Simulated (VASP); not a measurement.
# MgCd3Te2 (P6/mmm) in VASP: notebook

The runs below take MgCd3Te2 through single point, relaxation of cell and atoms, with PBE.

Everything below comes from runs of VASP 6.6.1. Logs are shortened: lines on timing, memory, paths and dates and some standing lists are left out, and cuts for length are marked.

**1. The cell of the first run**

It takes space group P6/mmm (No. 191, hexagonal). Conventional cell: a = 6.506 Å, b = 6.506 Å, c = 3.882 Å, α = 90.00°, β = 90.00°, γ = 120.00°. Mg (site symmetry 6/mmm) has 6 Te at 3.76 Å and 12 Cd at 3.79 Å and 2 Mg at 3.88 Å within 4.9 Å. Cd (site symmetry mmm) has 4 Te at 2.70 Å and 4 Cd at 3.25 Å within 3.6 Å. Te (site symmetry -6m2) has 6 Cd at 2.70 Å within 3.6 Å.

The cell was built from a structure type or drawn by symmetry, and may not be a known phase.

**2. Single point, PBE**

Contents of INCAR:

```
PREC = Accurate
ENCUT = 520
EDIFF = 1E-6
ISMEAR = 0
SIGMA = 0.1
LREAL = False
LASPH = True
NELM = 60
ALGO = Normal
ISIF = 2
LWAVE = False
LCHARG = False
GGA = PE
NBANDS = 34
```

Contents of KPOINTS:

```
Automatic mesh
0
Gamma
  3 3 4
```

Contents of POSCAR:

```
MgCd3Te2
1.0
    6.5059794000      0.0000000000      0.0000000000
   -3.2529897000      5.6343434400      0.0000000000
    0.0000000000      0.0000000000      3.8824976600
Mg Cd Te
1 3 2
Direct
    0.0000000000      0.0000000000      0.0000000000
    0.5000000000      0.0000000000      0.5000000000
    0.5000000000      0.5000000000      0.5000000000
    0.0000000000      0.5000000000      0.5000000000
    0.3333333300      0.6666666700      0.0000000000
    0.6666666700      0.3333333300      0.0000000000
```

Potentials or basis: VASP PAW PBE potentials, release 64 (Mg, Cd, Te).

The run is started by

```
> cat potpaw_PBE.64/Mg/POTCAR potpaw_PBE.64/Cd/POTCAR potpaw_PBE.64/Te/POTCAR > POTCAR
> mpirun -np 1 vasp_std > vasp.out
```

OUTCAR:

```text
PREC = Accurate
   ENCUT = 520
   EDIFF = 1E-6
   ISMEAR = 0
   LREAL = False
   LASPH = True
   NELM = 60
   ISIF = 2
   GGA = PE

 ion  position               nearest neighbor table
   1  0.000  0.000  0.000-
   2  0.500  0.000  0.500-   5 2.70   6 2.70   5 2.70   6 2.70   3 3.25   4 3.25   3 3.25   4 3.25

   3  0.500  0.500  0.500-   5 2.70   6 2.70   5 2.70   6 2.70   4 3.25   4 3.25   2 3.25   2 3.25

   4  0.000  0.500  0.500-   5 2.70   6 2.70   5 2.70   6 2.70   3 3.25   3 3.25   2 3.25   2 3.25

   5  0.333  0.667  0.000-   4 2.70   4 2.70   2 2.70   2 2.70   3 2.70   3 2.70
   6  0.667  0.333  0.000-   4 2.70   4 2.70   2 2.70   2 2.70   3 2.70   3 2.70

  LATTYP: Found a hexagonal cell.
 ALAT       =     6.5059794000
 C/A-ratio  =     0.5967583697

  Lattice vectors:

 A1 = (   6.5059794000,   0.0000000000,   0.0000000000)
 A2 = (  -3.2529897000,   5.6343434400,   0.0000000000)
 A3 = (   0.0000000000,   0.0000000000,   3.8824976600)

Analysis of symmetry for initial positions (statically):
=====================================================================
 Subroutine PRICEL returns:
 Original cell was already a primitive cell.

 Routine SETGRP: Setting up the symmetry group for a
 hexagonal supercell.

 Subroutine GETGRP returns: Found 24 space group operations
 (whereof 24 operations were pure point group operations)
 out of a pool of 24 trial point group operations.

The static configuration has the point symmetry D_6h.

Analysis of symmetry for dynamics (positions and initial velocities):
=====================================================================
 Subroutine PRICEL returns:
 Original cell was already a primitive cell.

 Routine SETGRP: Setting up the symmetry group for a
 hexagonal supercell.

 Subroutine GETGRP returns: Found 24 space group operations
 (whereof 24 operations were pure point group operations)
 out of a pool of 24 trial point group operations.

The dynamic configuration has the point symmetry D_6h.

 Subroutine INISYM returns: Found 24 space group operations
 (whereof 24 operations are pure point group operations),
 and found     1 'primitive' translations

----------------------------------------------------------------------------------------

                                     Primitive cell

  volume of cell :     142.3204

  direct lattice vectors                    reciprocal lattice vectors
     6.505979400  0.000000000  0.000000000     0.153704760  0.088741484  0.000000000
    -3.252989700  5.634343440  0.000000000     0.000000000  0.177482969  0.000000000
     0.000000000  0.000000000  3.882497660     0.000000000  0.000000000  0.257566157

  length of vectors
     6.505979400  6.505979403  3.882497660     0.177482969  0.177482969  0.257566157

  position of ions in fractional coordinates (direct lattice)
     0.000000000  0.000000000  0.000000000
     0.500000000  0.000000000  0.500000000
     0.500000000  0.500000000  0.500000000
     0.000000000  0.500000000  0.500000000
     0.333333330  0.666666670  0.000000000
     0.666666670  0.333333330  0.000000000

  ion indices of the primitive-cell ions
   primitive index   ion index
                 1           1
                 2           2
                 3           3
                 4           4
                 5           5
                 6           6

----------------------------------------------------------------------------------------

 KPOINTS: Automatic mesh

Automatic generation of k-mesh.
 Grid dimensions read from file:
 generate k-points for:    3    3    4

 Generating k-lattice:

  Cartesian coordinates                     Fractional coordinates (reciprocal lattice)
     0.051234920  0.029580495  0.000000000     0.333333333  0.000000000  0.000000000
     0.000000000  0.059160990  0.000000000     0.000000000  0.333333333  0.000000000
     0.000000000  0.000000000  0.064391539     0.000000000  0.000000000  0.250000000

  Length of vectors
     0.059160990  0.059160990  0.064391539

  Shift w.r.t. Gamma in fractional coordinates (k-lattice)
     0.000000000  0.000000000  0.000000000

 Subroutine IBZKPT returns following result:
 ===========================================

 Found      9 irreducible k-points:

 Following reciprocal coordinates:
            Coordinates               Weight
  0.000000  0.000000  0.000000      1.000000
  0.333333  0.000000  0.000000      6.000000
  0.333333  0.333333  0.000000      2.000000
  0.000000  0.000000  0.250000      2.000000
  0.333333  0.000000  0.250000     12.000000
  0.333333  0.333333  0.250000      4.000000
  0.000000  0.000000  0.500000      1.000000
  0.333333  0.000000  0.500000      6.000000
  0.333333  0.333333  0.500000      2.000000
   k-points           NKPTS =      9   k-points in BZ     NKDIM =      9   number of bands    NBANDS=     34
   number of dos      NEDOS =    301   number of ions     NIONS =      6
   total plane-waves  NPLWV =  69120
[... 64 lines left out ...]

 val. band max:        5.4986774061   @ k =   0.3333   0.0000   0.2500
 cond. band min:       5.6159776736   @ k =   0.0000   0.0000   0.0000
 fundamental gap:      0.1173002675
 Fermi energy:         5.5852600508

 k-point     1 :       0.0000    0.0000    0.0000
  band No.  band energies     occupation
      1      -8.8853      2.00000
      2      -7.0310      2.00000
      3      -5.0947      2.00000
      4      -4.7090      2.00000
      5      -4.5314      2.00000
      6      -4.5314      2.00000
[... 26 lines left out ...]
     33      11.0653      0.00000
     34      11.4036      0.00000

 k-point     2 :       0.3333    0.0000    0.0000
  band No.  band energies     occupation
      1      -8.5969      2.00000
      2      -7.5859      2.00000
      3      -4.9309      2.00000
      4      -4.5958      2.00000
      5      -4.4644      2.00000
      6      -4.4064      2.00000
[... 26 lines left out ...]
     33      10.5085      0.00000
     34      10.5678      0.00000

 k-point     3 :       0.3333    0.3333    0.0000
  band No.  band energies     occupation
      1      -8.1459      2.00000
      2      -8.1459      2.00000
      3      -4.6845      2.00000
      4      -4.6845      2.00000
      5      -4.4567      2.00000
      6      -4.4387      2.00000
[... 26 lines left out ...]
     33       9.7692      0.00000
     34      12.0545      0.00000

 k-point     4 :       0.0000    0.0000    0.2500
  band No.  band energies     occupation
      1      -8.3332      2.00000
      2      -7.4720      2.00000
      3      -4.8319      2.00000
      4      -4.4236      2.00000
      5      -4.4236      2.00000
      6      -4.4114      2.00000
[... 26 lines left out ...]
     33      12.0043      0.00000
     34      12.1758      0.00000

 k-point     5 :       0.3333    0.0000    0.2500
  band No.  band energies     occupation
      1      -8.1382      2.00000
      2      -7.6307      2.00000
      3      -4.8174      2.00000
      4      -4.6131      2.00000
      5      -4.4152      2.00000
      6      -4.3867      2.00000
[... 26 lines left out ...]
     33      10.8203      0.00000
     34      11.0969      0.00000

 k-point     6 :       0.3333    0.3333    0.2500
  band No.  band energies     occupation
      1      -7.8761      2.00000
      2      -7.8761      2.00000
      3      -4.7776      2.00000
      4      -4.7776      2.00000
      5      -4.3864      2.00000
      6      -4.3234      2.00000
[... 26 lines left out ...]
     33       9.4104      0.00000
     34      11.2951      0.00000

 k-point     7 :       0.0000    0.0000    0.5000
  band No.  band energies     occupation
      1      -7.7535      2.00000
      2      -7.4100      2.00000
      3      -5.4369      2.00000
      4      -4.6164      2.00000
      5      -4.6164      2.00000
      6      -4.3767      2.00000
[... 26 lines left out ...]
     33      12.4218      0.00000
     34      12.4651      0.00000

 k-point     8 :       0.3333    0.0000    0.5000
  band No.  band energies     occupation
      1      -7.6891      2.00000
      2      -7.4914      2.00000
      3      -5.1511      2.00000
      4      -4.5492      2.00000
      5      -4.3780      2.00000
      6      -4.3341      2.00000
[... 26 lines left out ...]
     33      10.4158      0.00000
     34      11.4526      0.00000

 k-point     9 :       0.3333    0.3333    0.5000
  band No.  band energies     occupation
      1      -7.5945      2.00000
      2      -7.5945      2.00000
      3      -4.7250      2.00000
      4      -4.7250      2.00000
      5      -4.4855      2.00000
      6      -4.2581      2.00000
[... 26 lines left out ...]
     33      10.2502      0.00000
     34      10.2526      0.00000

------------------------ aborting loop because EDIFF is reached ----------------------------------------

  FORCE on cell =-STRESS in cart. coord.  units (eV):
  Direction    XX          YY          ZZ          XY          YZ          ZX
  --------------------------------------------------------------------------------------
  -------------------------------------------------------------------------------------
  Total       16.2414182     16.2414182     28.5748370      0.0000000     -0.0000000      0.0000000
  in kB      182.8383654    182.8383656    321.6822832      0.0000000     -0.0000000      0.0000000
  external PRESSURE =     229.1196714 kB  Pullay stress =       0.0000000 kB

 VOLUME and BASIS-vectors are now :
 -----------------------------------------------------------------------------
  energy-cutoff  :      520.00
  volume of cell :      142.32
      direct lattice vectors                 reciprocal lattice vectors
     6.505979400  0.000000000  0.000000000     0.153704760  0.088741484  0.000000000
    -3.252989700  5.634343440  0.000000000     0.000000000  0.177482969  0.000000000
     0.000000000  0.000000000  3.882497660     0.000000000  0.000000000  0.257566157

 POSITION                                       TOTAL-FORCE (eV/Angst)
 -----------------------------------------------------------------------------------
      0.00000      0.00000      0.00000        -0.000000      0.000000      0.000000
      3.25299      0.00000      1.94125        -0.000000      0.000000      0.000000
      1.62649      2.81717      1.94125        -0.000000      0.000000      0.000000
     -1.62649      2.81717      1.94125        -0.000000      0.000000      0.000000
     -0.00000      3.75623      0.00000         0.000000      0.000000      0.000000
      3.25299      1.87811      0.00000         0.000000     -0.000000      0.000000
 -----------------------------------------------------------------------------------
    total drift:                               -0.000000      0.000000     -0.000000

  FREE ENERGIE OF THE ION-ELECTRON SYSTEM (eV)
  ---------------------------------------------------
  free  energy   TOTEN  =        -6.0800530349 eV

  energy  without entropy=       -6.0696286631  energy(sigma->0) =       -6.07484085
```

Wall time 34 s (1 thread of AMD EPYC 7R13 (Zen 3), shared host); peak memory 0.23 GiB.

Results:

| Quantity | Value |
| --- | --- |
| Free energy | -6.0801 eV |
| Pressure | 22.9 GPa |
| Band gap on the k mesh | zero (bands 25 and 26 overlap by 1.43 eV) |

Levels at points of the mesh, in eV from the Fermi level:
```tsv
k point	band 22	band 23	band 24	band 25	band 26	band 27	band 28	band 29
(0.00, 0.00, 0.00)	-3.76	-2.84	0.03	0.52	1.43	1.43	1.98	4.33
(0.00, 0.00, 0.50)	-1.75	-1.75	-1.61	-1.61	-0.85	-0.29	-0.29	0.60
```

Caveat: the k points lie up to 0.40 Å⁻¹ apart, too coarse for converged energies and pressures of a metal; spin-orbit coupling is left out, which moves the levels of the heavy elements.

**3. Single point, PBE**

This run uses another cell than the first one, of 33.22 Å³/atom.

Contents of INCAR:

```
SYSTEM = MgCd3Te2
  PREC = Accurate
  ENCUT = 520
  EDIFF = 1E-7
  ISMEAR = 0
  SIGMA = 0.1
  LREAL = .FALSE.
  LASPH = .TRUE.
  NELM = 80
  ALGO = Normal
  ISIF = 2
  LWAVE = .FALSE.
  LCHARG = .TRUE.
  GGA = PE
  LELF = .TRUE.
  LVHAR = .TRUE.
  NBANDS = 34
```

Contents of KPOINTS:

```
regular mesh
0
G
  3 3 4
  0 0 0
```

Contents of POSCAR:

```
MgCd3Te2
1.0
    7.2105069747      0.0000000000      0.0000000000
   -3.6052534873      6.2444822142      0.0000000000
    0.0000000000      0.0000000000      4.4261559274
Mg Cd Te
1 3 2
Direct
    0.0000000000      0.0000000000      0.0000000000
    0.5000000000      0.0000000000      0.5000000000
    0.5000000000      0.5000000000      0.5000000000
    0.0000000000      0.5000000000      0.5000000000
    0.3333333333      0.6666666667      0.0000000000
    0.6666666667      0.3333333333      0.0000000000
```

Potentials or basis: VASP PAW PBE potentials, release 64 (Mg, Cd, Te).

The run is started by

```
> cat potpaw_PBE.64/Mg/POTCAR potpaw_PBE.64/Cd/POTCAR potpaw_PBE.64/Te/POTCAR > POTCAR
> mpirun -np 1 vasp_std > vasp.out
```

It took 54 s on 1 thread of AMD EPYC 7R13 (Zen 3), shared host; peak memory 0.3 GiB.

Results (log left out):

| Quantity | Value |
| --- | --- |
| Free energy | -9.1664 eV |
| Pressure | 0.2 GPa |
| Band gap on the k mesh | zero (bands 25 and 26 overlap by 0.95 eV) |

Levels at points of the mesh, in eV from the Fermi level:
| k point | band 21 | band 22 | band 23 | band 24 | band 25 | band 26 | band 27 | band 28 | band 29 | band 30 |
| --- | --- | --- | --- | --- | --- | --- | --- | --- | --- | --- |
| (0.00, 0.00, 0.00) | -2.78 | -2.75 | -2.75 | -0.78 | -0.48 | 1.53 | 1.55 | 1.55 | 2.83 | 2.83 |
| (0.00, 0.00, 0.50) | -3.52 | -1.56 | -1.56 | -1.31 | -1.31 | -0.81 | 0.65 | 0.65 | 0.86 | 3.41 |

Caveat: spin-orbit coupling is left out, which moves the levels of the heavy elements.

**4. Relaxation of cell and atoms, PBE**

Contents of INCAR:

```
PREC     = Accurate       # precision mode
ENCUT    = 600            # plane-wave cutoff, eV
EDIFF    = 1E-7           # SCF threshold, eV
ISMEAR   = 0              # smearing method
SIGMA    = 0.1            # smearing width, eV
LREAL    = False          # projectors in reciprocal space
LASPH    = True           # aspherical terms in the spheres
NELM     = 100            # most SCF steps
ALGO     = Normal         # electronic algorithm
ISIF     = 3              # what is computed and relaxed
LWAVE    = False          # write WAVECAR
LCHARG   = False          # write CHGCAR
GGA      = PE             # functional
IBRION   = 2              # ionic algorithm
NSW      = 90             # ionic steps
EDIFFG   = -0.04          # ionic threshold
```

Contents of KPOINTS:

```
Automatic mesh
0
Gamma
  3 3 4
```

Contents of POSCAR:

```
MgCd3Te2
1.0
    6.5059794000      0.0000000000      0.0000000000
   -3.2529897000      5.6343434400      0.0000000000
    0.0000000000      0.0000000000      3.8824976600
Mg Cd Te
1 3 2
Direct
    0.0000000000      0.0000000000      0.0000000000
    0.5000000000      0.0000000000      0.5000000000
    0.5000000000      0.5000000000      0.5000000000
    0.0000000000      0.5000000000      0.5000000000
    0.3333333300      0.6666666700      0.0000000000
    0.6666666700      0.3333333300      0.0000000000
```

The run is started by

```
> cat potpaw_PBE.64/Mg/POTCAR potpaw_PBE.64/Cd/POTCAR potpaw_PBE.64/Te/POTCAR > POTCAR
> mpirun -np 1 vasp_std > vasp.out
```

Wall time 4.6 min (1 thread of AMD EPYC 7R13 (Zen 3), shared host); peak memory 0.3 GiB.

Results (log left out):

* Free energy: -9.1602 eV
* Relaxed volume: 33.58 Å³/atom
* Relaxed cell: a = 7.261 Å, b = 7.261 Å, c = 4.414 Å, α = 90.00°, β = 90.00°, γ = 120.00°
* Space group after relaxing (to 0.1 Å): P6/mmm (No. 191)
* Energy gained by relaxing: 513.4 meV/atom
* Ionic steps: 9
* Pressure after relaxing: 0.1 GPa
* Band gap on the k mesh: zero (bands 25 and 26 overlap by 0.93 eV)

Step by step:
```
step  energy change (eV)  largest force (eV/Å)  pressure (GPa)  volume (Å³)
   1              0.0000                0.0000           22.86       142.32
   2             -2.7273                0.0000           -3.00       223.51
   3             -3.0617                0.0000            0.45       194.22
   4             -3.0640                0.0000            0.03       196.65
   5             -3.0637                0.0000            0.24       195.45
   6             -3.0683                0.0000            0.27       196.08
   7             -3.0760                0.0000            0.37       197.93
   8             -3.0769                0.0000            0.42       198.73
   9             -3.0807                0.0000            0.06       201.51
```

Final structure:
```xyz
6
Lattice="7.2606 0.0000 0.0000 -3.6303 6.2879 0.0000 0.0000 0.0000 4.4139" Properties=species:S:1:pos:R:3 pbc="T T T"
Mg   -3.6303    6.2879    4.4139
Cd    0.0000    6.2879    2.2069
Cd    1.8151    3.1439    2.2069
Cd   -1.8151    3.1439    2.2069
Te    0.0000    4.1919    4.4139
Te    3.6303    2.0960    0.0000
```

Levels at points of the mesh, in eV from the Fermi level:
```tsv
k point	band 23	band 24	band 25	band 26	band 27	band 28
(0.00, 0.00, 0.00)	-2.74	-0.77	-0.47	1.50	1.50	1.58
(0.00, 0.00, 0.50)	-1.59	-1.31	-1.31	-0.79	0.67	0.67
```

Caveat: the k points lie up to 0.36 Å⁻¹ apart in the final cell, too coarse for converged energies and pressures of a metal; the volume moved by over 15 % at a fixed basis, so the end points are rough; spin-orbit coupling is left out, which moves the levels of the heavy elements.

**5. Summary**

| task | cell | cutoff (eV) | gap on the mesh (eV) | pressure (GPa) |
| --- | --- | --- | --- | --- |
| single point | a = 6.506, b = 6.506, c = 3.882 Å, angles 90.0, 90.0, 120.0°, 6 atoms | 520 | none | 22.9 |
| single point | a = 7.211, b = 7.211, c = 4.426 Å, angles 90.0, 90.0, 120.0°, 6 atoms | 520 | none | 0.2 |
| relaxation of cell and atoms | relaxed from a = 6.506, b = 6.506, c = 3.882 Å, angles 90.0, 90.0, 120.0°, 6 atoms | 600 | none | 0.1 |

Alike in all rows: level PBE; potentials or basis VASP PAW PBE potentials, release 64 (Mg, Cd, Te); no spin polarisation; k mesh 3 × 3 × 4; smearing gaussian 0.1 eV.

Caveats: some runs use coarse meshes; spin-orbit coupling is left out, which moves the levels of the heavy elements; the volume moved by over 15 % at a fixed basis, so the end points are rough (at least some runs).

Absolute energies hang on the potentials; compare differences alone.
